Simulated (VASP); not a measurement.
# MgO (Fm-3m) in VASP: further runs, part 2 of 2

VASP 6.6.1.

### Step 3. Single point, PBE (strain +2.0%)

Input file INCAR:

```
SYSTEM = MgO
PREC     = Accurate       ! precision mode
ENCUT    = 520            ! plane-wave cutoff, eV
EDIFF    = 1E-7           ! SCF threshold, eV
ISMEAR   = 0              ! smearing method
SIGMA    = 0.01           ! smearing width, eV
LREAL    = .FALSE.        ! projectors in reciprocal space
LASPH    = .TRUE.         ! aspherical terms in the spheres
NELM     = 80             ! most SCF steps
ALGO     = Normal         ! electronic algorithm
ISIF     = 2              ! what is computed and relaxed
LWAVE    = .FALSE.        ! write WAVECAR
LCHARG   = .TRUE.         ! write CHGCAR
GGA      = PE             ! functional
LELF     = .TRUE.         ! ELF
LVHAR    = .TRUE.       
NBANDS   = 11             ! bands
```

Input file KPOINTS:

```
regular mesh
0
G
  6 6 6
  0 0 0
```

Input file POSCAR:

```
MgO
1.0
    0.0000000000      2.1442107638      2.1442107638
    2.1442107638      0.0000000000      2.1442107638
    2.1442107638      2.1442107638      0.0000000000
Mg O
1 1
Direct
    0.0000000000      0.0000000000      0.0000000000
    0.5000000000      0.5000000000      0.5000000000
```

Potentials or basis: VASP PAW PBE potentials, release 64 (Mg, O).

Launch:

```console
$ cat potpaw_PBE.64/Mg/POTCAR potpaw_PBE.64/O/POTCAR > POTCAR
$ mpirun -np 1 vasp_std > vasp.out
```

OUTCAR:

```text
SYSTEM = MgO
   PREC = Accurate
   ENCUT = 520
   EDIFF = 1E-7
   ISMEAR = 0
   LREAL = .FALSE.
   LASPH = .TRUE.
   NELM = 80
   ISIF = 2
   GGA = PE

 ion  position               nearest neighbor table
   1  0.000  0.000  0.000-   2 2.14   2 2.14   2 2.14   2 2.14   2 2.14   2 2.14
   2  0.500  0.500  0.500-   1 2.14   1 2.14   1 2.14   1 2.14   1 2.14   1 2.14

  LATTYP: Found a face centered cubic cell.
 ALAT       =     4.2884215276

  Lattice vectors:

 A1 = (   0.0000000000,   2.1442107638,   2.1442107638)
 A2 = (   2.1442107638,   0.0000000000,   2.1442107638)
 A3 = (   2.1442107638,   2.1442107638,   0.0000000000)

Analysis of symmetry for initial positions (statically):
=====================================================================
 Subroutine PRICEL returns:
 Original cell was already a primitive cell.

 Routine SETGRP: Setting up the symmetry group for a
 face centered cubic supercell.

 Subroutine GETGRP returns: Found 48 space group operations
 (whereof 48 operations were pure point group operations)
 out of a pool of 48 trial point group operations.

The static configuration has the point symmetry O_h .

Analysis of symmetry for dynamics (positions and initial velocities):
=====================================================================
 Subroutine PRICEL returns:
 Original cell was already a primitive cell.

 Routine SETGRP: Setting up the symmetry group for a
 face centered cubic supercell.

 Subroutine GETGRP returns: Found 48 space group operations
 (whereof 48 operations were pure point group operations)
 out of a pool of 48 trial point group operations.

The dynamic configuration has the point symmetry O_h .

 Subroutine INISYM returns: Found 48 space group operations
 (whereof 48 operations are pure point group operations),
 and found     1 'primitive' translations

----------------------------------------------------------------------------------------

                                     Primitive cell

[... 109 lines left out ...]
   IVDW    =     0    specifies the selected vdW correction
   LEPSILON=     F    determine dielectric tensor
   LRPA    =     F    only Hartree local field effects (RPA)
 non-spin polarized calculation
 Gauss-broadening in eV      SIGMA  =   0.01
  energy-cutoff  :      520.00
  volume of cell :       19.72
 maximum number of plane-waves:       544
 NGX is ok and might be reduce to    24
   NGX = 11   NGY = 11   NGZ = 11

 number of electron       8.0000000 magnetization

 Free energy of the ion-electron system (eV)
  ---------------------------------------------------
  ext. energy  EPLUGINS =         0.00000000
  ---------------------------------------------------
  free energy    TOTEN  =       -11.90444550 eV

  energy without entropy =      -11.90444550  energy(sigma->0) =      -11.90444550

 E-fermi :   2.8533     XC(G=0): -10.8260

 val. band max:        2.7949238977   @ k =   0.0000   0.0000   0.0000
 cond. band min:       7.0139913788   @ k =   0.0000   0.0000   0.0000
 fundamental gap:      4.2190674811
 Fermi energy:         2.8533365755

 k-point     1 :       0.0000    0.0000    0.0000
  band No.  band energies     occupation
      1     -14.2013      2.00000
      2       2.7949      2.00000
      3       2.7949      2.00000
      4       2.7949      2.00000
      5       7.0140      0.00000
      6      18.2875      0.00000
      7      18.2875      0.00000
      8      18.2875      0.00000
      9      22.0650      0.00000
     10      23.7774      0.00000
     11      23.7774      0.00000
[... 197 lines left out ...]
 k-point    16 :      -0.3333    0.5000    0.1667
  band No.  band energies     occupation
      1     -12.7754      2.00000
      2      -0.5690      2.00000
      3       0.6830      2.00000
      4       1.2169      2.00000
      5      13.1173      0.00000
      6      13.5881      0.00000
      7      14.7942      0.00000
      8      18.5564      0.00000
      9      22.2178      0.00000
     10      26.7101      0.00000
     11      28.0656      0.00000

------------------------ aborting loop because EDIFF is reached ----------------------------------------

  FORCE on cell =-STRESS in cart. coord.  units (eV):
  Direction    XX          YY          ZZ          XY          YZ          ZX
  --------------------------------------------------------------------------------------
  -------------------------------------------------------------------------------------
  Total       -0.5168523     -0.5168523     -0.5168523      0.0000000      0.0000000      0.0000000
  in kB      -41.9995525    -41.9995525    -41.9995525      0.0000000      0.0000000      0.0000000
  external PRESSURE =     -41.9995525 kB  Pullay stress =       0.0000000 kB

 VOLUME and BASIS-vectors are now :
 -----------------------------------------------------------------------------
  energy-cutoff  :      520.00
  volume of cell :       19.72
      direct lattice vectors                 reciprocal lattice vectors
     0.000000000  2.144210764  2.144210764    -0.233186032  0.233186032  0.233186032
     2.144210764  0.000000000  2.144210764     0.233186032 -0.233186032  0.233186032
     2.144210764  2.144210764  0.000000000     0.233186032  0.233186032 -0.233186032

 POSITION                                       TOTAL-FORCE (eV/Angst)
 -----------------------------------------------------------------------------------
      0.00000      0.00000      0.00000        -0.000000     -0.000000     -0.000000
      2.14421      2.14421      2.14421         0.000000      0.000000      0.000000
 -----------------------------------------------------------------------------------
    total drift:                               -0.000000     -0.000000      0.000000

  FREE ENERGIE OF THE ION-ELECTRON SYSTEM (eV)
  ---------------------------------------------------
  free  energy   TOTEN  =       -11.9044454984 eV

  energy  without entropy=      -11.9044454984  energy(sigma->0) =      -11.90444550
```

stdout:

```text
POSCAR found type information on POSCAR MgO
 POSCAR found :  2 types and       2 ions
 scaLAPACK will be used
 LDA part: xc-table for (Slater+PW92), standard interpolation
 POSCAR, INCAR and KPOINTS ok, starting setup
 FFT: planning ... GRIDC
 FFT: planning ... GRID_SOFT
 FFT: planning ... GRID
 WAVECAR not read
 entering main loop
```

Run time: 2.3 s. Hardware: 1 thread of Intel Xeon 6975P-C (Granite Rapids), shared host; peak memory 0.13 GiB.

Results:

| Item | Value |
| --- | --- |
| Free energy | -11.9044 eV |
| Pressure | -4.2 GPa |
| Band gap on the k mesh | 4.22 eV, direct |

Levels at points of the mesh, in eV from the valence-band top:
```
           k point  band 2  band 3  band 4  band 5  band 6  band 7
(0.00, 0.00, 0.00)    0.00    0.00    0.00    4.22   15.49   15.49
(0.50, 0.00, 0.00)   -4.39   -0.60   -0.60    7.56   12.00   15.76
(0.50, 0.50, 0.00)   -3.87   -1.27   -1.27    9.05    9.39   12.54
```

Caveat: the k points lie up to 0.42 Å⁻¹ apart; the cell differs from its parent crystal (strain +2.0%).

### Step 4. Single point, PBE (strain +3.0%)

Input file INCAR:

```
SYSTEM = MgO
PREC = Accurate
ENCUT = 520
EDIFF = 1E-6
ISMEAR = 0
SIGMA = 0.01
LREAL = .False.
LASPH = .True.
NELM = 60
ALGO = Normal
ISIF = 2
LWAVE = .False.
LCHARG = .True.
GGA = PE
LELF = .True.
LVHAR = .True.
NBANDS = 11
```

Input file KPOINTS:

```
Automatic mesh
0
Gamma
  6 6 6
  0 0 0
```

Input file POSCAR:

```
MgO
1.0
    0.0000000000      2.1652324379      2.1652324379
    2.1652324379      0.0000000000      2.1652324379
    2.1652324379      2.1652324379      0.0000000000
Mg O
1 1
Direct
    0.0000000000      0.0000000000      0.0000000000
    0.5000000000      0.5000000000      0.5000000000
```

Launch:

```console
$ cat potpaw_PBE.64/Mg/POTCAR potpaw_PBE.64/O/POTCAR > POTCAR
$ mpirun -np 1 vasp_std > vasp.out
```

Run time: 2.4 s. Hardware: 1 thread of Intel Xeon 6975P-C (Granite Rapids), shared host; peak memory 0.13 GiB.

The run converged. Its results:

| Quantity | Value |
| --- | --- |
| Free energy | -11.8829 eV |
| Pressure | -7.9 GPa |
| Band gap on the k mesh | 3.96 eV, direct |

Levels at points of the mesh, in eV from the valence-band top:
| k point | band 1 | band 2 | band 3 | band 4 | band 5 | band 6 | band 7 | band 8 |
| --- | --- | --- | --- | --- | --- | --- | --- | --- |
| (0.00, 0.00, 0.00) | -16.86 | 0.00 | 0.00 | 0.00 | 3.96 | 15.33 | 15.33 | 15.33 |
| (0.50, 0.00, 0.00) | -15.77 | -4.27 | -0.57 | -0.57 | 7.38 | 11.67 | 15.47 | 15.47 |
| (0.50, 0.50, 0.00) | -15.54 | -3.75 | -1.24 | -1.24 | 9.01 | 9.09 | 12.24 | 17.74 |

Caveat: the cell differs from its parent crystal (strain +3.0%).

### Step 5. Single point, PBE (strain +4.0%)

Input file INCAR:

```
SYSTEM = MgO
ALGO     = Normal         ! electronic algorithm
EDIFF    = 1E-6           ! SCF threshold, eV
ENCUT    = 520            ! plane-wave cutoff, eV
GGA      = PE             ! functional
ISIF     = 2              ! what is computed and relaxed
ISMEAR   = 0              ! smearing method
LASPH    = .TRUE.         ! aspherical terms in the spheres
LCHARG   = .FALSE.        ! write CHGCAR
LREAL    = .FALSE.        ! projectors in reciprocal space
LWAVE    = .FALSE.        ! write WAVECAR
NBANDS   = 11             ! bands
NELM     = 80             ! most SCF steps
PREC     = Accurate       ! precision mode
SIGMA    = 0.01           ! smearing width, eV
```

Input file KPOINTS:

```
k-points
0
G
  6 6 6
  0 0 0
```

Input file POSCAR:

```
MgO
1.0
    0.0000000000      2.1862541121      2.1862541121
    2.1862541121      0.0000000000      2.1862541121
    2.1862541121      2.1862541121      0.0000000000
Mg O
1 1
Direct
    0.0000000000      0.0000000000      0.0000000000
    0.5000000000      0.5000000000      0.5000000000
```

Launch:

```console
$ cat potpaw_PBE.64/Mg/POTCAR potpaw_PBE.64/O/POTCAR > POTCAR
$ mpirun -np 1 vasp_std > vasp.out
```

Wall time 2.1 s (1 thread of Intel Xeon 6975P-C (Granite Rapids), shared host); peak memory 0.13 GiB.

Results (log left out):

| Property | Result |
| --- | --- |
| Free energy | -11.8481 eV |
| Pressure | -11.1 GPa |
| Band gap on the k mesh | 3.71 eV, direct |

Levels at points of the mesh, in eV from the valence-band top:
| k point | band 2 | band 3 | band 4 | band 5 | band 6 | band 7 |
| --- | --- | --- | --- | --- | --- | --- |
| (0.00, 0.00, 0.00) | 0.00 | 0.00 | 0.00 | 3.71 | 15.16 | 15.16 |
| (0.50, 0.00, 0.00) | -4.15 | -0.54 | -0.54 | 7.21 | 11.36 | 15.18 |
| (0.50, 0.50, 0.00) | -3.64 | -1.20 | -1.20 | 8.80 | 8.96 | 11.95 |

Caveat: the cell differs from its parent crystal (strain +4.0%).

### Step 6. Overview

| cell | gap on the mesh (eV) | pressure (GPa) |
| --- | --- | --- |
| a = 3.003 Å, angles 60.0°, 2 atoms | 4.49 | 0.0 |
| a = 3.032 Å, angles 60.0°, 2 atoms | 4.22 | -4.2 |
| a = 3.062 Å, angles 60.0°, 2 atoms | 3.96 | -7.9 |
| a = 3.092 Å, angles 60.0°, 2 atoms | 3.71 | -11.1 |

Alike in all rows: task single point; level PBE; potentials or basis VASP PAW PBE potentials, release 64 (Mg, O); no spin polarisation; k mesh 6 × 6 × 6; cutoff (eV) 520; smearing gaussian 0.01 eV.

Caveats: some runs use coarse meshes.

Total energies depend on the potentials used, so only differences within one code and one set of settings carry meaning.
